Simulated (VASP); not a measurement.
# BeS (F-43m) in VASP: a series of runs

The runs below take BeS through elastic constants, with LDA.

All numbers are computed with VASP 6.6.1; they aren't measurements. Logs are shortened: lines on timing, memory, paths and dates and some standing lists are left out, and cuts for length are marked.

**1. The cell of the first run**

Symmetry: F-43m, No. 216, cubic system. The conventional cell has a = 4.781 Å, b = 4.781 Å, c = 4.781 Å, α = 90.00°, β = 90.00°, γ = 90.00°. Within 2.7 Å of Be (site symmetry -43m) lie 4 S at 2.07 Å. S (site symmetry -43m) has 4 Be at 2.07 Å within 2.7 Å.

**2. Elastic constants, LDA**

Contents of INCAR:

```
SYSTEM = BeS
PREC     = Accurate       ! precision mode
ENCUT    = 600            ! plane-wave cutoff, eV
EDIFF    = 1E-8           ! SCF threshold, eV
ISMEAR   = 0              ! smearing method
SIGMA    = 0.01           ! smearing width, eV
LREAL    = .False.        ! projectors in reciprocal space
LASPH    = .True.         ! aspherical terms in the spheres
NELM     = 100            ! most SCF steps
ALGO     = Normal         ! electronic algorithm
ISIF     = 3              ! what is computed and relaxed
LWAVE    = .False.        ! write WAVECAR
LCHARG   = .False.        ! write CHGCAR
IBRION   = 6              ! ionic algorithm
NFREE    = 2            
POTIM    = 0.015          ! step
NSW      = 1              ! ionic steps
```

Contents of KPOINTS:

```
regular mesh
0
Gamma
  10 10 10
  0 0 0
```

Contents of POSCAR:

```
BeS
1.0
    0.0000000000      2.3904308765      2.3904308765
    2.3904308765      0.0000000000      2.3904308765
    2.3904308765      2.3904308765      0.0000000000
Be S
1 1
Direct
    0.0000000000      0.0000000000      0.0000000000
    0.7500000000      0.7500000000      0.7500000000
```

Potentials or basis: VASP PAW LDA potentials, release 64 (Be, S).

Command:

```sh
$ cat potpaw_LDA.64/Be/POTCAR potpaw_LDA.64/S/POTCAR > POTCAR
$ mpirun -np 1 vasp_std > vasp.out
```

OUTCAR:

```text
SYSTEM = BeS
   PREC = Accurate
   ENCUT = 600
   EDIFF = 1E-8
   ISMEAR = 0
   LREAL = .False.
   LASPH = .True.
   NELM = 100
   ISIF = 3
   IBRION = 6
   NFREE = 2
   POTIM = 0.015
   NSW = 1

 ion  position               nearest neighbor table
   1  0.000  0.000  0.000-   2 2.07   2 2.07   2 2.07   2 2.07
   2  0.750  0.750  0.750-   1 2.07   1 2.07   1 2.07   1 2.07

  LATTYP: Found a face centered cubic cell.
 ALAT       =     4.7808617530

  Lattice vectors:

 A1 = (   0.0000000000,   2.3904308765,   2.3904308765)
 A2 = (   2.3904308765,   0.0000000000,   2.3904308765)
 A3 = (   2.3904308765,   2.3904308765,   0.0000000000)

Analysis of symmetry for initial positions (statically):
=====================================================================
 Subroutine PRICEL returns:
 Original cell was already a primitive cell.

 Routine SETGRP: Setting up the symmetry group for a
 face centered cubic supercell.

 Subroutine GETGRP returns: Found 24 space group operations
 (whereof 24 operations were pure point group operations)
 out of a pool of 48 trial point group operations.

The static configuration has the point symmetry T_d .

Analysis of symmetry for dynamics (positions and initial velocities):
=====================================================================
 Subroutine PRICEL returns:
 Original cell was already a primitive cell.

 Routine SETGRP: Setting up the symmetry group for a
 face centered cubic supercell.

 Subroutine GETGRP returns: Found 24 space group operations
 (whereof 24 operations were pure point group operations)
 out of a pool of 48 trial point group operations.

The dynamic configuration has the point symmetry T_d .

 Subroutine INISYM returns: Found 24 space group operations
 (whereof 24 operations are pure point group operations),
 and found     1 'primitive' translations

----------------------------------------------------------------------------------------

                                     Primitive cell

  volume of cell :      27.3186

  direct lattice vectors                    reciprocal lattice vectors
     0.000000000  2.390430876  2.390430876    -0.209167312  0.209167312  0.209167312
     2.390430876  0.000000000  2.390430876     0.209167312 -0.209167312  0.209167312
     2.390430876  2.390430876  0.000000000     0.209167312  0.209167312 -0.209167312

  length of vectors
     3.380579765  3.380579765  3.380579765     0.362288411  0.362288411  0.362288411

  position of ions in fractional coordinates (direct lattice)
     0.000000000  0.000000000  0.000000000
     0.750000000  0.750000000  0.750000000

  ion indices of the primitive-cell ions
   primitive index   ion index
                 1           1
                 2           2

----------------------------------------------------------------------------------------

 KPOINTS: regular mesh

Automatic generation of k-mesh.
 Grid dimensions read from file:
 generate k-points for:   10   10   10
[... 108 lines left out ...]
  ---------------------------------------------------
  ext. energy  EPLUGINS =         0.00000000
  ---------------------------------------------------
  free energy    TOTEN  =       -11.14189269 eV

  energy without entropy =      -11.14189269  energy(sigma->0) =      -11.14189269

------------------------ aborting loop because EDIFF is reached ----------------------------------------

  FORCE on cell =-STRESS in cart. coord.  units (eV):
  Direction    XX          YY          ZZ          XY          YZ          ZX
  --------------------------------------------------------------------------------------
  -------------------------------------------------------------------------------------
  Total        0.1819346      0.1819346      0.1819346      0.0000000     -0.0000000      0.0000000
  in kB       10.6700692     10.6700692     10.6700692      0.0000000     -0.0000000      0.0000000
  external PRESSURE =      10.6700692 kB  Pullay stress =       0.0000000 kB
[... 89 lines left out ...]
  FREE ENERGIE OF THE ION-ELECTRON SYSTEM (eV)
  ---------------------------------------------------
  free  energy   TOTEN  =       -11.1358089631 eV

  energy  without entropy=      -11.1358089631  energy(sigma->0) =      -11.13580896

[... ionic steps 4 to 14 ...]

--------------------------------------- Ionic step       15  -------------------------------------------

 number of electron       8.0000001 magnetization

------------------------ aborting loop because EDIFF is reached ----------------------------------------
[... 67 lines left out ...]
--------------------------------------- Ionic step       17  -------------------------------------------

 number of electron       8.0000000 magnetization

 Free energy of the ion-electron system (eV)
  ---------------------------------------------------
  ext. energy  EPLUGINS =         0.00000000
  ---------------------------------------------------
  free energy    TOTEN  =       -11.14084932 eV

  energy without entropy =      -11.14084932  energy(sigma->0) =      -11.14084932

 E-fermi :   4.5991     XC(G=0): -10.1616

 val. band max:        4.5382538449   @ k =   0.0000   0.0000   0.0000
 cond. band min:       7.2935235724   @ k =   0.5000   0.5000   0.0000
 fundamental gap:      2.7552697275
 Fermi energy:         4.5991373643

 k-point     1 :       0.0000    0.0000    0.0000
  band No.  band energies     occupation
      1      -9.4667      2.00000
      2       4.4303      2.00000
      3       4.4857      2.00000
      4       4.5383      2.00000
      5       9.9853      0.00000
      6      10.0065      0.00000
      7      10.0324      0.00000
      8      10.5307      0.00000
[... 243 lines left out ...]
 k-point    24 :       0.4000    0.3000    0.0000
  band No.  band energies     occupation
      1      -7.7458      2.00000
      2       0.1491      2.00000
      3       1.8452      2.00000
      4       2.1380      2.00000
      5       8.3225      0.00000
      6      10.1882      0.00000
      7      14.7484      0.00000
      8      14.8023      0.00000

 [... further k-points ...]

------------------------ aborting loop because EDIFF is reached ----------------------------------------

  FORCE on cell =-STRESS in cart. coord.  units (eV):
  Direction    XX          YY          ZZ          XY          YZ          ZX
  --------------------------------------------------------------------------------------
  -------------------------------------------------------------------------------------
  Total        0.1829768      0.1850105      0.1850105      0.0000000     -0.0822077      0.0000000
  in kB       10.7311961     10.8504656     10.8504656      0.0000000     -4.8213023      0.0000000
  external PRESSURE =      10.8107091 kB  Pullay stress =       0.0000000 kB
[... 17 lines left out ...]
  FREE ENERGIE OF THE ION-ELECTRON SYSTEM (eV)
  ---------------------------------------------------
  free  energy   TOTEN  =       -11.1408493157 eV

  energy  without entropy=      -11.1408493157  energy(sigma->0) =      -11.14084932

 INTERNAL STRAIN TENSORS FROM STRAINED CELLS
 ============================================

 INTERNAL STRAIN TENSOR FOR ION    1 for displacements in x,y,z  (eV/Angst):
          X           Y           Z          XY          YZ          ZX
  --------------------------------------------------------------------------------
  x     0.00000    -0.00000    -0.00000     0.00000    -5.47416     0.00000
  y    -0.00000    -0.00000    -0.00000     0.00000    -0.00000    -5.47400
  z    -0.00000     0.00000    -0.00000    -5.47319    -0.00000     0.00000

 INTERNAL STRAIN TENSORS FROM DISPLACED ATOMS
 ============================================

 INTERNAL STRAIN TENSOR FOR ION    1 for displacements in x,y,z  (eV/Angst):
          X           Y           Z          XY          YZ          ZX
  --------------------------------------------------------------------------------
  x     0.00000     0.00000     0.00000     0.00000    -5.46943     0.00000
  y     0.00000     0.00000     0.00000     0.00000     0.00000    -5.46943
  z     0.00000     0.00000     0.00000    -5.46943     0.00000     0.00000

 INTERNAL STRAIN TENSOR FOR ION    2 for displacements in x,y,z  (eV/Angst):
          X           Y           Z          XY          YZ          ZX
  --------------------------------------------------------------------------------
  x    -0.00000     0.00000     0.00000     0.00000     5.47670     0.00000
  y     0.00000     0.00000     0.00000     0.00000     0.00000     5.47670
  z     0.00000     0.00000     0.00000     5.47670     0.00000     0.00000

 Eigenvectors and eigenvalues of the dynamical matrix
 ----------------------------------------------------

   1 f  =   17.942317 THz   112.734903 2PiTHz  598.491275 cm-1    74.203428 meV
             X         Y         Z           dx          dy          dz
      0.000000  0.000000  0.000000     0.000000   -0.000000   -0.883479
      3.585646  3.585646  3.585646     0.000000   -0.000000    0.468471
[... 21 lines left out ...]
   6 f/i=    0.001261 THz     0.007925 2PiTHz    0.042074 cm-1     0.005217 meV
             X         Y         Z           dx          dy          dz
      0.000000  0.000000  0.000000    -0.466761    0.020184   -0.034516
      3.585646  3.585646  3.585646    -0.880255    0.038065   -0.065092

--------------------------------------------------------------------------------------------------------

 ELASTIC MODULI CONTR FROM IONIC RELAXATION (kBar)
 Direction    XX          YY          ZZ          XY          YZ          ZX
 --------------------------------------------------------------------------------
 XX          -0.0000     -0.0000      0.0000     -0.0000      0.0000     -0.0000
 YY          -0.0000     -0.0000     -0.0000     -0.0000     -0.0000     -0.0000
 ZZ           0.0000     -0.0000     -0.0000      0.0000     -0.0000     -0.0000
 XY          -0.0000     -0.0000      0.0000   -189.5494     -0.0000      0.0000
 YZ           0.0000     -0.0000     -0.0000     -0.0000   -189.5494     -0.0000
 ZX          -0.0000     -0.0000     -0.0000      0.0000     -0.0000   -189.5494
 --------------------------------------------------------------------------------

 TOTAL ELASTIC MODULI (kBar)
 Direction    XX          YY          ZZ          XY          YZ          ZX
 --------------------------------------------------------------------------------
 XX        1717.3471    716.2864    716.2864     -0.0000      0.0000     -0.0000
 YY         716.2864   1717.3471    716.2864     -0.0000     -0.0000     -0.0000
 ZZ         716.2864    716.2864   1717.3471      0.0000     -0.0000     -0.0000
 XY          -0.0000     -0.0000      0.0000    883.1111     -0.0000      0.0000
 YZ           0.0000     -0.0000     -0.0000     -0.0000    883.1111     -0.0000
 ZX          -0.0000     -0.0000     -0.0000      0.0000     -0.0000    883.1111
 --------------------------------------------------------------------------------
```

It took 6 min on 1 thread of AMD EPYC 9R45 (Zen 5), shared host; peak memory 0.26 GiB.

What came out:

```yaml
Elastic_constants_C11_C12_C44: 172, 72, 88 GPa
Voigt_bulk_modulus: 105 GPa
Highest_phonon_frequency_at_Γ_LO-TO_splitting_left_out: 598 cm⁻¹
```

Phonon frequencies in cm⁻¹ (negative: imaginary):
```tsv
q point	frequencies
(0.000, 0.000, 0.000)	0 0 0 598 598 598
```

Elastic tensor in Voigt notation (GPa, in the Cartesian axes of the cell as first typed):
```
172  72  72   0   0   0
 72 172  72   0   0   0
 72  72 172   0   0   0
  0   0   0  88   0   0
  0   0   0   0  88   0
  0   0   0   0   0  88
```

Clamped-ion elastic tensor (GPa):
```
172  72  72   0   0   0
 72 172  72   0   0   0
 72  72 172   0   0   0
  0   0   0 107   0   0
  0   0   0   0 107   0
  0   0   0   0   0 107
```

Caveat: the cell is under stress, which shifts elastic constants.

**3. Elastic constants, LDA**

This run uses another cell than the first one, of 13.79 Å³/atom, 1.010 times its volume.

Contents of INCAR:

```
SYSTEM = BeS
PREC = Accurate
ENCUT = 600
EDIFF = 1E-8
ISMEAR = 0
SIGMA = 0.01
LREAL = .False.
LASPH = .True.
NELM = 80
ALGO = Normal
ISIF = 3
LWAVE = .False.
LCHARG = .False.
IBRION = 6
NFREE = 2
POTIM = 0.015
NSW = 1
```

Contents of KPOINTS:

```
Automatic mesh
0
Gamma
  10 10 10
  0 0 0
```

Contents of POSCAR:

```
BeS
1.0
    0.0000000000      2.3981669820      2.3981669820
    2.3981669820      0.0000000000      2.3981669820
    2.3981669820      2.3981669820      0.0000000000
Be S
1 1
Direct
    0.0000000000      0.0000000000      0.0000000000
    0.7500000000      0.7500000000      0.7500000000
```

Potentials or basis: VASP PAW LDA potentials, release 64 (Be, S).

Command:

```sh
$ cat potpaw_LDA.64/Be/POTCAR potpaw_LDA.64/S/POTCAR > POTCAR
$ mpirun -np 1 vasp_std > vasp.out
```

Run time: 6.6 min. Hardware: 1 thread of AMD EPYC 9R45 (Zen 5), shared host; peak memory 0.26 GiB.

Results (log left out):

- Elastic constants C11, C12, C44: 169, 69, 87 GPa
- Voigt bulk modulus: 102 GPa
- Highest phonon frequency at Γ, LO-TO splitting left out: 590 cm⁻¹

Phonon frequencies in cm⁻¹ (negative: imaginary):
```tsv
q point	frequencies
(0.000, 0.000, 0.000)	0 0 0 590 590 590
```

Elastic tensor in Voigt notation (GPa, in the Cartesian axes of the cell as first typed):
```
169  69  69   0   0   0
 69 169  69   0   0   0
 69  69 169   0   0   0
  0   0   0  87   0   0
  0   0   0   0  87   0
  0   0   0   0   0  87
```

Clamped-ion elastic tensor (GPa):
```
169  69  69   0   0   0
 69 169  69   0   0   0
 69  69 169   0   0   0
  0   0   0 104   0   0
  0   0   0   0 104   0
  0   0   0   0   0 104
```
